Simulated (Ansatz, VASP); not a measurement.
Two plane-wave programs on Mg

```
CELL_PARAMETERS angstrom
-1.82049 1.82049 1.70281
1.82049 -1.82049 1.70281
1.82049 1.82049 -1.70281
ATOMIC_POSITIONS crystal
Mg 0.00000 0.00000 0.00000
```

Alike in both runs: functional r2SCAN; k mesh 16 × 16 × 16; occupations gaussian, width 0.1 eV; no spin polarisation.

Ansatz relaxed the structure, and its values are those at the end. VASP's run is a single point on that final structure, the one shown.

|  | VASP | Ansatz |
| --- | --- | --- |
| version | VASP 6.6.1 | Ansatz 0.2.0 |
| potentials or method | VASP PAW PBE potentials, release 64 (Mg), cutoff 520 eV | scalar-relativistic, plane waves, PAW |
| valence electrons in the cell | 2 | 10 |

VASP gave:

| Property | Result |
| --- | --- |
| gap on the k mesh at the Fermi level (eV) | none |
| pressure (GPa) | -0.3 |

**Question.** Estimate Ansatz's values.

**Answer.** gap on the k mesh at the Fermi level (eV): none; pressure (GPa): 0.0.

VASP's potentials were made for PBE, not for r2SCAN. A gap of «none» marks a metal or a gap that the smearing closes. With one functional, cell and mesh, what is left measures potentials, basis and numerics. VASP's potentials hold 2 valence electrons a cell and Ansatz's 10, so a difference there can come from the potentials and not from the codes.
